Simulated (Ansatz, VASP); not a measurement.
**Au: VASP beside Ansatz**

Contents of INCAR:

```
SYSTEM = Au
  ALGO = Normal
  EDIFF = 1E-6
  ENCUT = 520
  GGA = PS
  ISIF = 2
  ISMEAR = 0
  LASPH = .True.
  LCHARG = .False.
  LREAL = .False.
  LWAVE = .False.
  NBANDS = 12
  NELM = 60
  PREC = Accurate
  SIGMA = 0.15
```

Contents of KPOINTS:

```
k-points
0
Gamma
  20 20 20
  0 0 0
```

POSCAR

```
Au
1.0
    0.0000000000      2.0761825000      1.9841350000
    2.0761825000      0.0000000000      1.9841350000
    2.0761825000      2.0761825000      0.0000000000
Au
1
Direct
    0.0000000000      0.0000000000      0.0000000000
```

Input for Ansatz:

```yaml
crystal:
  lattice:
    - [0.0, 2.0761825, 1.984135]
    - [2.0761825, 0.0, 1.984135]
    - [2.0761825, 2.0761825, 0.0]
  atoms:
    - { symbol: Au, position: [0.0, 0.0, 0.0] }
basis:
  ecutwfc: 420
kpoints:
  mp_grid: { grid: [20, 20, 20] }
hamiltonian:
  xc: pbesol
scf:
  occupations: { method: gaussian, width: 0.15 }
output:
  forces: true
  stress: true
  eigenvalues: true
```

Change from the starting cell: strain +0.015 along x and y, -0.030 along z, atoms carried along.

Alike in both runs: task single point; functional PBEsol; k mesh 20 × 20 × 20; occupations gaussian, width 0.15 eV; no spin polarisation.

```csv
,VASP,Ansatz
version,VASP 6.6.1,Ansatz 0.2.0
potentials or method,"VASP PAW PBE potentials, release 64 (Au), cutoff 520 eV","scalar-relativistic, plane waves, PAW"
valence electrons in the cell,11,19
```

```tsv
	VASP	Ansatz	Ansatz less VASP
gap on the k mesh at the Fermi level (eV)	none	none	-
pressure (GPa)	-1.1	-0.8	+0.29
traceless stress, the component that is largest in VASP (GPa)	0.81	0.80	-0.010
```

VASP's potentials were made for PBE, not for PBEsol. A gap of «none» marks a metal or a gap that the smearing closes. VASP's potentials hold 11 valence electrons a cell and Ansatz's 19, so a difference there can come from the potentials and not from the codes.

Spin-orbit coupling is off throughout.
